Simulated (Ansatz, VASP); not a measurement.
**Br in VASP and in Ansatz**

```xyz
4
Lattice="4.4848 0.0000 0.0000 -2.2424 3.8840 0.0000 0.0000 0.0000 7.4000" Properties=species:S:1:pos:R:3 pbc="T T T"
Br    0.0000    2.5893    3.2375
Br    2.2424    1.2947    6.9375
Br    2.2424    1.2947    4.1625
Br    0.0000    2.5893    0.4625
```

Alike in both runs: task relaxation of cell and atoms; functional PBEsol; k mesh 6 × 6 × 4; occupations gaussian, width 0.1 eV; no spin polarisation.

```csv
,VASP,Ansatz
version,VASP 6.6.1,Ansatz 0.2.0
potentials or method,"VASP PAW PBE potentials, release 64 (Br), cutoff 600 eV","scalar-relativistic, plane waves, PAW"
valence electrons in the cell,28,28
```

|  | VASP | Ansatz | Ansatz less VASP |
| --- | --- | --- | --- |
| gap on the k mesh at the Fermi level, each at its own relaxed structure (eV) | 0.24 | 0.26 | +0.020 |
| relaxed volume (Å³/atom) | 34.40 | 34.49 | +0.090 |
| relaxed cell length with the largest relative difference (Å) | 9.351 | 9.388 | +0.0366 |

VASP's potentials were made for PBE, not for PBEsol.
